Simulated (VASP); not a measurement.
Runs of VASP 6.6.1 on Pd. The structure is that of space group Im-3m (No. 229), or close to it. The cells are those of the table. 

```tsv
spin	cell	smearing	gap on the mesh (eV)	pressure (GPa)	moment (μB)
collinear, ferromagnetic start	a = 2.741 Å, angles 109.5°, 1 atom	fermi-dirac 0.05 eV	none	(a)	0.00
off	a = 2.636 Å, angles 109.5°, 1 atom	fermi-dirac 0.1 eV	none	8.5	-
off	a = 2.673 Å, angles 109.5°, 1 atom	fermi-dirac 0.1 eV	none	(b)	-
collinear, ferromagnetic start	a = 2.672 Å, angles 109.5°, 1 atom	fermi-dirac 0.05 eV	none	-0.3	0.00
collinear, ferromagnetic start	a = 2.707 Å, angles 109.5°, 1 atom	fermi-dirac 0.05 eV	none	-7.3	0.00
```

Alike in all rows: task single point; level PBEsol; potentials or basis VASP PAW PBE potentials, release 64 (Pd); k mesh 16 × 16 × 16; cutoff (eV) 520.

**Question.** Fill in the values left out.

**Answer.** (a) -12.6; (b) -0.4.

Caveats: the PAW data sets were made with another functional, which shifts forces and pressure a little.

A k mesh can miss the band edges, and the runs leave out spin-orbit coupling on Pd.

A gap of «none» marks levels without a gap at the run's occupations.
